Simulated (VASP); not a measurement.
# Ag (P6/mmm) in VASP: a series of runs

The runs below take Ag through single point, with PBE.

All numbers are computed with VASP 6.6.1; they aren't measurements. Logs are shortened: lines on timing, memory, paths and dates and some standing lists are left out, and cuts for length are marked.

### 1 The cell of the first run

The structure is hexagonal, space group P6/mmm (No. 191). The conventional cell has a = 2.271 Å, b = 2.271 Å, c = 2.175 Å, α = 90.00°, β = 90.00°, γ = 120.00°. Within 2.9 Å of Ag (site symmetry 6/mmm) lie 8 Ag at 2.17 to 2.27 Å.

### 2 Single point, PBE (volume scaled by 0.5)

Contents of INCAR:

```
SYSTEM = Ag
PREC = Accurate ; ENCUT = 520
EDIFF = 1E-7 ; ISMEAR = -1
SIGMA = 0.08 ; LREAL = .FALSE.
LASPH = .TRUE. ; NELM = 100
ALGO = Normal ; ISIF = 2
LWAVE = .FALSE. ; LCHARG = .FALSE.
GGA = PE ; NBANDS = 12
```

Contents of KPOINTS:

```
Automatic mesh
0
G
  15 15 14
  0 0 0
```

Contents of POSCAR:

```
Ag
1.0
    2.2711012903      0.0000000000      0.0000000000
   -1.1355506451      1.9668314120      0.0000000000
    0.0000000000      0.0000000000      2.1745238835
Ag
1
Direct
    0.0000000000      0.0000000000      0.0000000000
```

Potentials or basis: VASP PAW PBE potentials, release 64 (Ag).

Command:

```bash
$ cat potpaw_PBE.64/Ag/POTCAR > POTCAR
$ mpirun -np 1 vasp_std > vasp.out
```

OUTCAR:

```text
SYSTEM = Ag
   PREC = Accurate
   ENCUT = 520
   EDIFF = 1E-7
   ISMEAR = -1
   LREAL = .FALSE.
   LASPH = .TRUE.
   NELM = 100
   ISIF = 2
   GGA = PE

 ion  position               nearest neighbor table
   1  0.000  0.000  0.000-

  LATTYP: Found a hexagonal cell.
 ALAT       =     2.2711012903
 C/A-ratio  =     0.9574755176

  Lattice vectors:

 A1 = (   2.2711012903,   0.0000000000,   0.0000000000)
 A2 = (  -1.1355506451,   1.9668314120,   0.0000000000)
 A3 = (   0.0000000000,   0.0000000000,   2.1745238835)

Analysis of symmetry for initial positions (statically):
=====================================================================
 Subroutine PRICEL returns:
 Original cell was already a primitive cell.

 Routine SETGRP: Setting up the symmetry group for a
 hexagonal supercell.

 Subroutine GETGRP returns: Found 24 space group operations
 (whereof 24 operations were pure point group operations)
 out of a pool of 24 trial point group operations.

The static configuration has the point symmetry D_6h.

Analysis of symmetry for dynamics (positions and initial velocities):
=====================================================================
 Subroutine PRICEL returns:
 Original cell was already a primitive cell.

 Routine SETGRP: Setting up the symmetry group for a
 hexagonal supercell.

 Subroutine GETGRP returns: Found 24 space group operations
 (whereof 24 operations were pure point group operations)
 out of a pool of 24 trial point group operations.

The dynamic configuration has the point symmetry D_6h.

 Subroutine INISYM returns: Found 24 space group operations
 (whereof 24 operations are pure point group operations),
 and found     1 'primitive' translations

----------------------------------------------------------------------------------------

                                     Primitive cell

  volume of cell :       9.7133

  direct lattice vectors                    reciprocal lattice vectors
     2.271101290  0.000000000  0.000000000     0.440315016  0.254215993  0.000000000
    -1.135550645  1.966831412  0.000000000     0.000000000  0.508431986  0.000000000
     0.000000000  0.000000000  2.174523884     0.000000000  0.000000000  0.459870783

  length of vectors
     2.271101290  2.271101290  2.174523884     0.508431986  0.508431986  0.459870783

  position of ions in fractional coordinates (direct lattice)
     0.000000000  0.000000000  0.000000000

  ion indices of the primitive-cell ions
   primitive index   ion index
                 1           1

----------------------------------------------------------------------------------------

 KPOINTS: Automatic mesh

Automatic generation of k-mesh.
 Grid dimensions read from file:
 generate k-points for:   15   15   14

 Generating k-lattice:

  Cartesian coordinates                     Fractional coordinates (reciprocal lattice)
     0.029354334  0.016947733  0.000000000     0.066666667  0.000000000  0.000000000
     0.000000000  0.033895466  0.000000000     0.000000000  0.066666667  0.000000000
     0.000000000  0.000000000  0.032847913     0.000000000  0.000000000  0.071428571

  Length of vectors
     0.033895466  0.033895466  0.032847913

  Shift w.r.t. Gamma in fractional coordinates (k-lattice)
     0.000000000  0.000000000  0.000000000

 Subroutine IBZKPT returns following result:
 ===========================================

 Found    216 irreducible k-points:

 Following reciprocal coordinates:
            Coordinates               Weight
  0.000000  0.000000  0.000000      1.000000
  0.066667 -0.000000  0.000000      6.000000
  0.133333 -0.000000  0.000000      6.000000
  0.200000 -0.000000  0.000000      6.000000
  0.266667 -0.000000  0.000000      6.000000
  0.333333  0.000000  0.000000      6.000000
[... 16 lines left out ...]
  0.333333  0.200000  0.000000     12.000000
  0.400000  0.200000  0.000000      6.000000
 [... further k-points ...]
   k-points           NKPTS =    216   k-points in BZ     NKDIM =    216   number of bands    NBANDS=     12
   number of dos      NEDOS =    301   number of ions     NIONS =      1
   total plane-waves  NPLWV =   5184
   dimension x,y,z NGX =    18 NGY =   18 NGZ =   16
   dimension x,y,z NGXF=    36 NGYF=   36 NGZF=   32
   ions per type =               1
   NGX,Y,Z   is equivalent  to a cutoff of  13.18, 13.18, 12.23 a.u.
   NGXF,Y,Z  is equivalent  to a cutoff of  26.35, 26.35, 24.46 a.u.
 SYSTEM =  Ag
   PREC   = accura    normal or accurate (medium, high low for compatibility)
   ISTART =      0    job   : 0-new  1-cont  2-samecut
   ICHARG =      2    charge: 1-file 2-atom 10-const
   ISPIN  =      1    spin polarized calculation?
   LNONCOLLINEAR =      F non collinear calculations
   LSORBIT =      F    spin-orbit coupling
   LASPH  =      T    aspherical Exc in radial PAW
   ENCUT  =  520.0 eV  38.22 Ry    6.18 a.u.   4.22  4.22  4.04*2*pi/ulx,y,z
   NELM   =    100;   NELMIN=  2; NELMDL= -5     # of ELM steps
   EDIFF  = 0.1E-06   stopping-criterion for ELM
   LREAL  =      F    real-space projection
   EDIFFG = 0.1E-05   stopping-criterion for IOM
   NSW    =      0    number of steps for IOM
   IBRION =     -1    ionic relax: 0-MD 1-quasi-New 2-CG
   NFREE  =      0    steps in history (QN), initial steepest desc. (CG)
   ISIF   =      2    stress and relaxation
   ISYM   =      2    0-nonsym 1-usesym 2-fastsym
   POTIM  = 0.5000    time-step for ionic-motion
   TEBEG  =    0.0;   TEEND  =   0.0 temperature during run
   PSTRESS=    0.0 pullay stress
   NELECT =      11.0000    total number of electrons
   NUPDOWN=      -1.0000    fix difference up-down
   EMIN   =  10.00;   EMAX   =-10.00  energy-range for DOS
   EFERMI =   0.00;   METHOD = LEGACY
   ISMEAR =    -1;   SIGMA  =   0.08  broadening in eV -4-tet -1-fermi 0-gaus
   EFERMI_NEDOS =   21; number of points for ismear=-14 and -15
   IALGO  =     38    algorithm
   IMIX   =      4    mixing-type and parameters
     AMIX     =   0.40;   BMIX     =  1.00
     AMIX_MAG =   1.60;   BMIX_MAG =  1.00
  volume/ion in A,a.u.               =       9.71        65.55
  Fermi-wavevector in a.u.,A,eV,Ry     =   1.706409  3.224645 39.617873  2.911831
  Thomas-Fermi vector in A             =   2.785451
   LORBIT       =      0    0 simple, 1 ext, 2 COOP (PROOUT), +10 PAW based schemes
   GGA     = PE    functional components
[... 5 lines left out ...]
 non-spin polarized calculation
  energy-cutoff  :      520.00
  volume of cell :        9.71
 maximum number of plane-waves:       272
 NGX is ok and might be reduce to    18

 number of electron      10.9999999 magnetization

 Free energy of the ion-electron system (eV)
  ---------------------------------------------------
  ext. energy  EPLUGINS =         0.00000000
  ---------------------------------------------------
  free energy    TOTEN  =         2.74186666 eV

  energy without entropy =        2.74542526  energy(sigma->0) =        2.74364596

 E-fermi :  19.7588     XC(G=0): -15.8346

 val. band max:       19.7233241219   @ k =   0.2000   0.2000   0.2857
 cond. band min:      19.9742488686   @ k =   0.1333   0.1333   0.4286
 fundamental gap:      0.2509247468
 Fermi energy:        19.7588124274

 k-point     1 :       0.0000    0.0000    0.0000
  band No.  band energies     occupation
      1       6.5684      2.00000
      2       7.3346      2.00000
      3      11.1897      2.00000
      4      11.1897      2.00000
      5      16.5205      2.00000
      6      16.5205      2.00000
      7      35.4136      0.00000
      8      37.6102      0.00000
      9      46.1206      0.00000
     10      46.1206      0.00000
     11      48.7999      0.00000
     12      53.1891      0.00000

 k-point     2 :       0.0667   -0.0000    0.0000
  band No.  band energies     occupation
      1       6.8168      2.00000
      2       7.4149      2.00000
      3      11.0281      2.00000
      4      11.3841      2.00000
      5      16.3322      2.00000
      6      16.4872      2.00000
      7      35.8064      0.00000
      8      38.0365      0.00000
      9      44.4401      0.00000
     10      45.3787      0.00000
     11      49.3485      0.00000
     12      53.8641      0.00000

 k-point     3 :       0.1333   -0.0000    0.0000
  band No.  band energies     occupation
      1       7.4368      2.00000
      2       7.6886      2.00000
      3      10.6750      2.00000
      4      11.9520      2.00000
      5      15.8271      2.00000
      6      16.3937      2.00000
      7      36.6695      0.00000
      8      39.2367      0.00000
      9      41.9247      0.00000
     10      43.7399      0.00000
     11      49.1101      0.00000
     12      53.8824      0.00000
[... 286 lines left out ...]
 k-point    23 :       0.3333    0.2000    0.0000
  band No.  band energies     occupation
      1       8.7379      2.00000
      2       9.3727      2.00000
      3      12.4764      2.00000
      4      13.5235      2.00000
      5      15.0276      2.00000
      6      21.1655      0.00000
      7      28.0811      0.00000
      8      30.9611      0.00000
      9      42.0296      0.00000
     10      49.2457      0.00000
     11      49.4623      0.00000
     12      53.0004      0.00000

 k-point    24 :       0.4000    0.2000    0.0000
  band No.  band energies     occupation
      1       8.6530      2.00000
      2       9.4539      2.00000
      3      12.8271      2.00000
      4      13.4697      2.00000
      5      14.9475      2.00000
      6      22.1011      0.00000
      7      26.9719      0.00000
      8      30.5778      0.00000
      9      42.0399      0.00000
     10      48.9117      0.00000
     11      49.6842      0.00000
     12      52.8691      0.00000

 [... further k-points ...]
[... 5 lines left out ...]
  --------------------------------------------------------------------------------------
  -------------------------------------------------------------------------------------
  Total       21.8242243     21.8242243     21.6169546      0.0000000     -0.0000000      0.0000000
  in kB     3599.8265643   3599.8265644   3565.6381769      0.0000001     -0.0000000      0.0000000
  external PRESSURE =    3588.4304352 kB  Pullay stress =       0.0000000 kB

 VOLUME and BASIS-vectors are now :
 -----------------------------------------------------------------------------
  energy-cutoff  :      520.00
  volume of cell :        9.71
      direct lattice vectors                 reciprocal lattice vectors
     2.271101290  0.000000000  0.000000000     0.440315016  0.254215993  0.000000000
    -1.135550645  1.966831412  0.000000000     0.000000000  0.508431986  0.000000000
     0.000000000  0.000000000  2.174523884     0.000000000  0.000000000  0.459870783

 POSITION                                       TOTAL-FORCE (eV/Angst)
 -----------------------------------------------------------------------------------
      0.00000      0.00000      0.00000         0.000000      0.000000      0.000000
 -----------------------------------------------------------------------------------
    total drift:                               -0.000000      0.000000      0.000000

  FREE ENERGIE OF THE ION-ELECTRON SYSTEM (eV)
  ---------------------------------------------------
  free  energy   TOTEN  =         2.7418666571 eV

  energy  without entropy=        2.7454252551  energy(sigma->0) =        2.74364596
```

Run time: 19 s. Hardware: 1 thread of AMD EPYC 7R43 (Zen 3), shared host; peak memory 0.09 GiB.

Results:

```
Free energy : 2.7419 eV
Pressure    : 358.8 GPa
```

Levels at points of the mesh, in eV from the Fermi level:
| k point | band 3 | band 4 | band 5 | band 6 | band 7 | band 8 | band 9 | band 10 |
| --- | --- | --- | --- | --- | --- | --- | --- | --- |
| (0.00, 0.00, 0.00) | -8.57 | -8.57 | -3.24 | -3.24 | 15.65 | 17.85 | 26.36 | 26.36 |
| (0.00, 0.00, 0.50) | -7.85 | -6.30 | -6.30 | -4.28 | 5.87 | 19.81 | 24.38 | 24.38 |

Caveat: the cell differs from its parent crystal (volume scaled by 0.5).

### 3 Single point, PBE

This run uses another cell than the first one, of 11.27 Å³/atom, 1.160 times its volume.

Contents of INCAR:

```
  PREC = Accurate
  ENCUT = 520
  EDIFF = 1E-6
  ISMEAR = -1
  SIGMA = 0.08
  LREAL = F
  LASPH = T
  NELM = 60
  ALGO = Normal
  ISIF = 2
  LWAVE = F
  LCHARG = T
  GGA = PE
  LELF = T
  LVHAR = T
  NBANDS = 12
```

Contents of KPOINTS:

```
Automatic mesh
0
Gamma
  15 15 14
```

Contents of POSCAR:

```
Ag
1.0
    2.3851134846      0.0000000000      0.0000000000
   -1.1925567423      2.0655688686      0.0000000000
    0.0000000000      0.0000000000      2.2870575014
Ag
1
Direct
    0.0000000000      0.0000000000      0.0000000000
```

Potentials or basis: VASP PAW PBE potentials, release 64 (Ag).

Command:

```bash
$ cat potpaw_PBE.64/Ag/POTCAR > POTCAR
$ mpirun -np 1 vasp_std > vasp.out
```

Wall time 22 s (1 thread of AMD EPYC 7R43 (Zen 3), shared host); peak memory 0.11 GiB.

The run converged. Its results:

```
Free energy : 0.1714 eV
Pressure    : 189.8 GPa
```

Stress tensor (GPa, compression positive):
```
190.15   0.00   0.00
  0.00 190.15   0.00
  0.00   0.00 189.09
```

Levels at points of the mesh, in eV from the Fermi level:
```csv
k point,band 3,band 4,band 5,band 6,band 7,band 8,band 9,band 10
"(0.00, 0.00, 0.00)",-7.18,-7.18,-3.04,-3.04,16.42,17.10,24.93,24.93
"(0.00, 0.00, 0.50)",-6.64,-5.38,-5.38,-3.29,4.62,20.25,24.25,24.25
```

### 4 Single point, PBE

Contents of INCAR:

```
SYSTEM = Ag
ALGO = Normal ; EDIFF = 1E-6
ENCUT = 520 ; GGA = PE
ISIF = 2 ; ISMEAR = -1
LASPH = .True. ; LCHARG = .False.
LREAL = .False. ; LWAVE = .False.
NBANDS = 12 ; NELM = 60
PREC = Accurate ; SIGMA = 0.08
```

Contents of KPOINTS:

```
k-points
0
Gamma
  15 15 14
  0 0 0
```

POSCAR is that of step 3.

Command:

```bash
$ cat potpaw_PBE.64/Ag/POTCAR > POTCAR
$ mpirun -np 1 vasp_std > vasp.out
```

It took 22 s on 1 thread of AMD EPYC 7R43 (Zen 3), shared host; peak memory 0.1 GiB.

Results (log left out):

```yaml
Free_energy: 0.1714 eV
Pressure: 189.8 GPa
```

Stress tensor (GPa, compression positive):
```
190.15   0.00   0.00
  0.00 190.15   0.00
  0.00   0.00 189.09
```

Levels at points of the mesh, in eV from the Fermi level:
| k point | band 4 | band 5 | band 6 | band 7 | band 8 | band 9 |
| --- | --- | --- | --- | --- | --- | --- |
| (0.00, 0.00, 0.00) | -7.18 | -3.04 | -3.04 | 16.42 | 17.10 | 24.93 |
| (0.00, 0.00, 0.50) | -5.38 | -5.38 | -3.29 | 4.62 | 20.25 | 24.25 |

(Part 1 of 2 ends here.)
